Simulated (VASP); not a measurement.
Wanted: the native input for a VASP 6.6.1 run.

```
Task                   : single point
Functional             : PBE
Potentials or basis    : VASP PAW PBE potentials, release 64 (Ga_d)
Cutoff                 : 520 eV
k mesh                 : 18 × 18 × 18
Occupations            : fermi-dirac, width 0.05 eV
Spin                   : no spin polarisation
Dipole correction      : no
Further INCAR settings : ALGO = Normal; EDIFF = 1e-07; NBANDS = 20
```

The structure of Ga lies in POSCAR:

```
Ga
1.0
   -2.2539581194      2.2539581194      1.1765453902
    2.2539581194     -2.2539581194      1.1765453902
    2.2539581194      2.2539581194     -1.1765453902
Ga
2
Direct
   -0.3750000000     -0.1250000000     -0.2500000000
    0.3750000000      0.1250000000      0.2500000000
```

One way to write it, as run:

INCAR

```
PREC = Accurate
ENCUT = 520
EDIFF = 1E-7
ISMEAR = -1
SIGMA = 0.05
LREAL = F
LASPH = T
NELM = 80
ALGO = Normal
ISIF = 2
LWAVE = F
LCHARG = F
GGA = PE
NBANDS = 20
```

KPOINTS

```
regular mesh
0
Gamma
  18 18 18
```

Potentials or basis: VASP PAW PBE potentials, release 64 (Ga_d).

The run is started by

```bash
$ cat potpaw_PBE.64/Ga_d/POTCAR > POTCAR
$ mpirun -np 1 vasp_std > vasp.out
```

Results of the run:

```json
{
  "Pressure": "82.5 GPa",
  "Band gap on the k mesh": "zero (bands 13 and 14 overlap by 11.04 eV)"
}
```

Caveat: the cell stands under pressure.

It took 6.1 min on 1 thread of AMD EPYC 7R43 64-Core Processor (Zen 3) (shared host), peak memory 0.26 GiB.
